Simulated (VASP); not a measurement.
A run of VASP 6.6.1 is set up as follows.

The input INCAR:

```
ALGO = Normal
EDIFF = 1E-6
ENCUT = 520
GGA = PE
ISIF = 2
ISMEAR = 0
LASPH = True
LCHARG = False
LREAL = False
LWAVE = False
NBANDS = 35
NELM = 80
PREC = Accurate
SIGMA = 0.1
```

The input KPOINTS:

```
k-points
0
Gamma
  8 8 8
```

The input POSCAR:

```
Zn4Se
1.0
    4.6306940796      0.0000000000      0.0000000000
    0.0000000000      4.6306940796      0.0000000000
    0.0000000000      0.0000000000      4.6306940796
Zn Se
4 1
Direct
    0.3031627456      0.3031627456      0.3031627456
    0.6968372544      0.6968372544      0.3031627456
    0.3031627456      0.6968372544      0.6968372544
    0.6968372544      0.3031627456      0.6968372544
    0.0000000000      0.0000000000      0.0000000000
```

Potentials or basis: VASP PAW PBE potentials, release 64 (Zn, Se).

The run is started by

```console
$ cat potpaw_PBE.64/Zn/POTCAR potpaw_PBE.64/Se/POTCAR > POTCAR
$ mpirun -np 1 vasp_std > vasp.out
```

Task: Estimate the pressure.

Result: 0.2 GPa.

Task: What does it give for the band gap on the k mesh?

Result: Zero (band 27 reaches 3.25 eV, above the bottom of band 28 at -0.39 eV).
